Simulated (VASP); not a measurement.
# Cu (Fm-3m) in VASP: notebook

Cu is run at these levels: r2SCAN; tasks: single point.

All numbers are computed with VASP 6.6.1; they aren't measurements. Logs are shortened: lines on timing, memory, paths and dates and some standing lists are left out, and cuts for length are marked.

**1. The cell of the first run**

The structure is cubic, space group Fm-3m (No. 225). Conventional cell: a = 3.576 Å, b = 3.576 Å, c = 3.576 Å, α = 90.00°, β = 90.00°, γ = 90.00°. Within 3.3 Å of Cu (site symmetry m-3m) lie 12 Cu at 2.53 Å.

**2. Single point, r2SCAN**

The input, POSCAR:

```
Cu
1.0
    0.0000000000      1.7881324402      1.7881324402
    1.7881324402      0.0000000000      1.7881324402
    1.7881324402      1.7881324402      0.0000000000
Cu
1
Direct
    0.0000000000      0.0000000000      0.0000000000
```

The input, INCAR.step1:

```
SYSTEM = Cu
PREC     = Accurate       ! precision mode
ENCUT    = 520            ! plane-wave cutoff, eV
ISMEAR   = 1              ! smearing method
SIGMA    = 0.3            ! smearing width, eV
LREAL    = .False.        ! projectors in reciprocal space
LASPH    = .True.         ! aspherical terms in the spheres
NELM     = 100            ! most SCF steps
NBANDS   = 12             ! bands
GGA      = PE             ! functional
ALGO     = Normal         ! electronic algorithm
EDIFF    = 1E-4           ! SCF threshold, eV
LWAVE    = .True.         ! write WAVECAR
LCHARG   = .False.        ! write CHGCAR
```

The input, INCAR.step2:

```
SYSTEM = Cu
PREC     = Accurate       ! precision mode
ENCUT    = 520            ! plane-wave cutoff, eV
EDIFF    = 1E-7           ! SCF threshold, eV
ISMEAR   = 1              ! smearing method
SIGMA    = 0.3            ! smearing width, eV
LREAL    = .False.        ! projectors in reciprocal space
LASPH    = .True.         ! aspherical terms in the spheres
NELM     = 100            ! most SCF steps
ALGO     = Normal         ! electronic algorithm
ISIF     = 2              ! what is computed and relaxed
LWAVE    = .False.        ! write WAVECAR
LCHARG   = .False.        ! write CHGCAR
METAGGA  = R2SCAN         ! meta-GGA
LMIXTAU  = .True.       
NBANDS   = 12             ! bands
ISTART   = 1
```

The input, KPOINTS:

```
Automatic mesh
0
Gamma
  15 15 15
  0 0 0
```

Potentials or basis: VASP PAW PBE potentials, release 64 (Cu).

Launch:

```bash
$ cat potpaw_PBE.64/Cu/POTCAR > POTCAR
$ cp INCAR.step1 INCAR
$ mpirun -np 1 vasp_std > vasp.out
$ cp INCAR.step2 INCAR
$ mpirun -np 1 vasp_std > vasp.out
```

OUTCAR:

```text
SYSTEM = Cu
   PREC = Accurate
   ENCUT = 520
   EDIFF = 1E-7
   ISMEAR = 1
   LREAL = .False.
   LASPH = .True.
   NELM = 100
   ISIF = 2
   METAGGA = R2SCAN
   ISTART = 1

 ion  position               nearest neighbor table
   1  0.000  0.000  0.000-

  LATTYP: Found a face centered cubic cell.
 ALAT       =     3.5762648804

  Lattice vectors:

 A1 = (   0.0000000000,   1.7881324402,   1.7881324402)
 A2 = (   1.7881324402,   0.0000000000,   1.7881324402)
 A3 = (   1.7881324402,   1.7881324402,   0.0000000000)

Analysis of symmetry for initial positions (statically):
=====================================================================
 Subroutine PRICEL returns:
 Original cell was already a primitive cell.

 Routine SETGRP: Setting up the symmetry group for a
 face centered cubic supercell.

 Subroutine GETGRP returns: Found 48 space group operations
 (whereof 48 operations were pure point group operations)
 out of a pool of 48 trial point group operations.

The static configuration has the point symmetry O_h .

Analysis of symmetry for dynamics (positions and initial velocities):
=====================================================================
 Subroutine PRICEL returns:
 Original cell was already a primitive cell.

 Routine SETGRP: Setting up the symmetry group for a
 face centered cubic supercell.

 Subroutine GETGRP returns: Found 48 space group operations
 (whereof 48 operations were pure point group operations)
 out of a pool of 48 trial point group operations.

The dynamic configuration has the point symmetry O_h .

 Subroutine INISYM returns: Found 48 space group operations
 (whereof 48 operations are pure point group operations),
 and found     1 'primitive' translations

----------------------------------------------------------------------------------------

                                     Primitive cell

  volume of cell :      11.4348

  direct lattice vectors                    reciprocal lattice vectors
     0.000000000  1.788132440  1.788132440    -0.279621346  0.279621346  0.279621346
     1.788132440  0.000000000  1.788132440     0.279621346 -0.279621346  0.279621346
     1.788132440  1.788132440  0.000000000     0.279621346  0.279621346 -0.279621346

  length of vectors
     2.528801148  2.528801148  2.528801148     0.484318378  0.484318378  0.484318378

  position of ions in fractional coordinates (direct lattice)
     0.000000000  0.000000000  0.000000000

  ion indices of the primitive-cell ions
   primitive index   ion index
                 1           1

----------------------------------------------------------------------------------------

 KPOINTS: Automatic mesh

Automatic generation of k-mesh.
 Grid dimensions read from file:
 generate k-points for:   15   15   15

 Generating k-lattice:

  Cartesian coordinates                     Fractional coordinates (reciprocal lattice)
    -0.018641423  0.018641423  0.018641423     0.066666667  0.000000000  0.000000000
     0.018641423 -0.018641423  0.018641423     0.000000000  0.066666667  0.000000000
     0.018641423  0.018641423 -0.018641423     0.000000000  0.000000000  0.066666667

  Length of vectors
     0.032287892  0.032287892  0.032287892

  Shift w.r.t. Gamma in fractional coordinates (k-lattice)
     0.000000000  0.000000000  0.000000000

 Subroutine IBZKPT returns following result:
 ===========================================

 Found    120 irreducible k-points:

 Following reciprocal coordinates:
            Coordinates               Weight
  0.000000  0.000000  0.000000      1.000000
  0.066667  0.000000  0.000000      8.000000
  0.133333  0.000000  0.000000      8.000000
  0.200000  0.000000  0.000000      8.000000
  0.266667  0.000000  0.000000      8.000000
  0.333333  0.000000  0.000000      8.000000
[... 16 lines left out ...]
  0.133333  0.133333  0.000000      6.000000
  0.200000  0.133333  0.000000     24.000000
 [... further k-points ...]
   k-points           NKPTS =    120   k-points in BZ     NKDIM =    120   number of bands    NBANDS=     12
   number of dos      NEDOS =    301   number of ions     NIONS =      1
   total plane-waves  NPLWV =   8000
   dimension x,y,z NGX =    20 NGY =   20 NGZ =   20
   dimension x,y,z NGXF=    40 NGYF=   40 NGZF=   40
   ions per type =               1
   NGX,Y,Z   is equivalent  to a cutoff of  13.15, 13.15, 13.15 a.u.
   NGXF,Y,Z  is equivalent  to a cutoff of  26.30, 26.30, 26.30 a.u.
 SYSTEM =  Cu
   PREC   = accura    normal or accurate (medium, high low for compatibility)
   ISTART =      1    job   : 0-new  1-cont  2-samecut
   ICHARG =      0    charge: 1-file 2-atom 10-const
   ISPIN  =      1    spin polarized calculation?
   LNONCOLLINEAR =      F non collinear calculations
   LSORBIT =      F    spin-orbit coupling
   LASPH  =      T    aspherical Exc in radial PAW
   ENCUT  =  520.0 eV  38.22 Ry    6.18 a.u.   4.70  4.70  4.70*2*pi/ulx,y,z
   NELM   =    100;   NELMIN=  2; NELMDL=  0     # of ELM steps
   EDIFF  = 0.1E-06   stopping-criterion for ELM
   LREAL  =      F    real-space projection
   EDIFFG = 0.1E-05   stopping-criterion for IOM
   NSW    =      0    number of steps for IOM
   IBRION =     -1    ionic relax: 0-MD 1-quasi-New 2-CG
   NFREE  =      0    steps in history (QN), initial steepest desc. (CG)
   ISIF   =      2    stress and relaxation
   ISYM   =      2    0-nonsym 1-usesym 2-fastsym
   POTIM  = 0.5000    time-step for ionic-motion
   TEBEG  =    0.0;   TEEND  =   0.0 temperature during run
   PSTRESS=    0.0 pullay stress
   NELECT =      11.0000    total number of electrons
   NUPDOWN=      -1.0000    fix difference up-down
   EMIN   =  10.00;   EMAX   =-10.00  energy-range for DOS
   EFERMI =   0.00;   METHOD = LEGACY
   ISMEAR =     1;   SIGMA  =   0.30  broadening in eV -4-tet -1-fermi 0-gaus
   EFERMI_NEDOS =   21; number of points for ismear=-14 and -15
   IALGO  =     38    algorithm
   IMIX   =      4    mixing-type and parameters
     AMIX     =   0.40;   BMIX     =  1.00
     AMIX_MAG =   1.60;   BMIX_MAG =  1.00
  volume/ion in A,a.u.               =      11.43        77.17
  Fermi-wavevector in a.u.,A,eV,Ry     =   1.616079  3.053947 35.534510  2.611713
  Thomas-Fermi vector in A             =   2.710724
   LORBIT       =      0    0 simple, 1 ext, 2 COOP (PROOUT), +10 PAW based schemes
   METAGGA = R2SCAN    functional components
   LHFCALC =     F    Hartree Fock is set to
   AEXX    =    0.0000 exact exchange contribution
   IVDW    =     0    specifies the selected vdW correction
   LEPSILON=     F    determine dielectric tensor
   LRPA    =     F    only Hartree local field effects (RPA)
 non-spin polarized calculation
 Methfessel and Paxton  Order N= 1 SIGMA  =   0.30
  energy-cutoff  :      520.00
  volume of cell :       11.43
 maximum number of plane-waves:       331
   NGX =  9   NGY =  9   NGZ =  9

 number of electron      11.0000012 magnetization

 Free energy of the ion-electron system (eV)
  ---------------------------------------------------
  ext. energy  EPLUGINS =         0.00000000
  ---------------------------------------------------
  free energy    TOTEN  =       -10.82568507 eV

  energy without entropy =      -10.82468196  energy(sigma->0) =      -10.82535070

 E-fermi :   7.8989     XC(G=0): -13.9653

 val. band max:        7.8872056134   @ k =  -0.4667   0.1333   0.0667
 cond. band min:       8.0119666612   @ k =  -0.3333   0.2000   0.0000
 fundamental gap:      0.1247610478
 Fermi energy:         7.8988633952

 k-point     1 :       0.0000    0.0000    0.0000
  band No.  band energies     occupation
      1      -2.1263      2.00000
      2       4.5537      2.00000
      3       4.5538      2.00000
      4       4.5538      2.00000
      5       5.4115      2.00000
      6       5.4115      2.00000
      7      31.4517      0.00000
      8      34.7441      0.00000
      9      34.7441      0.00000
     10      34.7444      0.00000
     11      37.1578      0.00000
     12      37.1579      0.00000

 k-point     2 :       0.0667    0.0000    0.0000
  band No.  band energies     occupation
      1      -1.9542      2.00000
      2       4.5163      2.00000
      3       4.5862      2.00000
      4       4.5863      2.00000
      5       5.3987      2.00000
      6       5.3988      2.00000
      7      30.5082      0.00000
      8      32.9106      0.00000
      9      34.1946      0.00000
     10      34.1949      0.00000
     11      37.9412      0.00000
     12      37.9413      0.00000

 k-point     3 :       0.1333    0.0000    0.0000
  band No.  band energies     occupation
      1      -1.4466      2.00000
      2       4.4190      2.00000
      3       4.6633      2.00000
      4       4.6634      2.00000
      5       5.3794      2.00000
      6       5.3795      2.00000
      7      27.2911      0.00000
      8      32.2342      0.00000
      9      33.3269      0.00000
     10      33.3271      0.00000
     11      39.1532      0.00000
     12      39.3307      0.00000
[... 286 lines left out ...]
 k-point    23 :       0.1333    0.1333    0.0000
  band No.  band energies     occupation
      1      -1.2233      2.00000
      2       4.2900      2.00000
      3       4.7683      2.00000
      4       4.7684      2.00000
      5       5.1856      2.00000
      6       5.5060      2.00000
      7      29.5256      0.00000
      8      30.1836      0.00000
      9      30.1837      0.00000
     10      31.9347      0.00000
     11      37.3564      0.00000
     12      41.0274      0.00000

 k-point    24 :       0.2000    0.1333    0.0000
  band No.  band energies     occupation
      1      -0.6285      2.00000
      2       4.1594      2.00000
      3       4.8380      2.00000
      4       4.8710      2.00000
      5       5.1491      2.00000
      6       5.5599      2.00000
      7      26.5223      0.00000
      8      29.0533      0.00000
      9      29.8898      0.00000
     10      32.2196      0.00000
     11      35.5526      0.00000
     12      41.1402      0.00000

 [... further k-points ...]

------------------------ aborting loop because EDIFF is reached ----------------------------------------

  FORCE on cell =-STRESS in cart. coord.  units (eV):
  Direction    XX          YY          ZZ          XY          YZ          ZX
  --------------------------------------------------------------------------------------
  -------------------------------------------------------------------------------------
  Total        0.0362639      0.0362639      0.0362639     -0.0000000     -0.0000000      0.0000000
  in kB        5.0810871      5.0810871      5.0810871     -0.0000000     -0.0000000      0.0000000
  external PRESSURE =       5.0810871 kB  Pullay stress =       0.0000000 kB

 VOLUME and BASIS-vectors are now :
 -----------------------------------------------------------------------------
  energy-cutoff  :      520.00
  volume of cell :       11.43
      direct lattice vectors                 reciprocal lattice vectors
     0.000000000  1.788132440  1.788132440    -0.279621346  0.279621346  0.279621346
     1.788132440  0.000000000  1.788132440     0.279621346 -0.279621346  0.279621346
     1.788132440  1.788132440  0.000000000     0.279621346  0.279621346 -0.279621346

 POSITION                                       TOTAL-FORCE (eV/Angst)
 -----------------------------------------------------------------------------------
      0.00000      0.00000      0.00000         0.000000      0.000000      0.000000
 -----------------------------------------------------------------------------------
    total drift:                                0.000000      0.000000      0.000000

  FREE ENERGIE OF THE ION-ELECTRON SYSTEM (eV)
  ---------------------------------------------------
  free  energy   TOTEN  =       -10.8256850732 eV

  energy  without entropy=      -10.8246819613  energy(sigma->0) =      -10.82535070
```

Wall time 2 min (1 thread of Intel Xeon 8259CL, shared host); peak memory 0.14 GiB.

What came out:

- Free energy: -10.8257 eV
- Pressure: 0.5 GPa

Levels at points of the mesh, in eV from the Fermi level:
```
           k point  band 3  band 4  band 5  band 6  band 7  band 8  band 9  band 10
(0.00, 0.00, 0.00)   -3.35   -3.35   -2.49   -2.49   23.55   26.85   26.85    26.85
```

Caveat: the PAW data sets were made with another functional, which shifts forces and pressure a little.

**3. Single point, r2SCAN**

POSCAR is that of step 2.

The input, INCAR.step1:

```
SYSTEM = Cu
PREC = Accurate ; ENCUT = 520
ISMEAR = 1 ; SIGMA = 1.0
LREAL = .FALSE. ; LASPH = .TRUE.
NELM = 80 ; NBANDS = 12
GGA = PE ; ALGO = Normal
EDIFF = 1E-4 ; LWAVE = .TRUE.
LCHARG = .FALSE.
```

The input, INCAR.step2:

```
SYSTEM = Cu
PREC = Accurate ; ENCUT = 520
EDIFF = 1E-6 ; ISMEAR = 1
SIGMA = 1.0 ; LREAL = .FALSE.
LASPH = .TRUE. ; NELM = 80
ALGO = Normal ; ISIF = 2
LWAVE = .FALSE. ; LCHARG = .FALSE.
METAGGA = R2SCAN ; LMIXTAU = .TRUE.
NBANDS = 12 ; ISTART = 1
```

The input, KPOINTS:

```
regular mesh
0
G
  15 15 15
  0 0 0
```

Potentials or basis: VASP PAW PBE potentials, release 64 (Cu).

Launch:

```bash
$ cat potpaw_PBE.64/Cu/POTCAR > POTCAR
$ cp INCAR.step1 INCAR
$ mpirun -np 1 vasp_std > vasp.out
$ cp INCAR.step2 INCAR
$ mpirun -np 1 vasp_std > vasp.out
```

Run time: 1.8 min. Hardware: 1 thread of Intel Xeon 8259CL, shared host; peak memory 0.14 GiB.

Results (log left out):

| Quantity | Value |
| --- | --- |
| Free energy | -10.8167 eV |
| Pressure | -0.2 GPa |

Levels at points of the mesh, in eV from the Fermi level:
| k point | band 2 | band 3 | band 4 | band 5 | band 6 | band 7 | band 8 | band 9 | band 10 | band 11 |
| --- | --- | --- | --- | --- | --- | --- | --- | --- | --- | --- |
| (0.00, 0.00, 0.00) | -3.12 | -3.12 | -3.12 | -2.26 | -2.26 | 23.73 | 27.02 | 27.02 | 27.02 | 29.45 |

Caveat: the PAW data sets were made with another functional, which shifts forces and pressure a little.
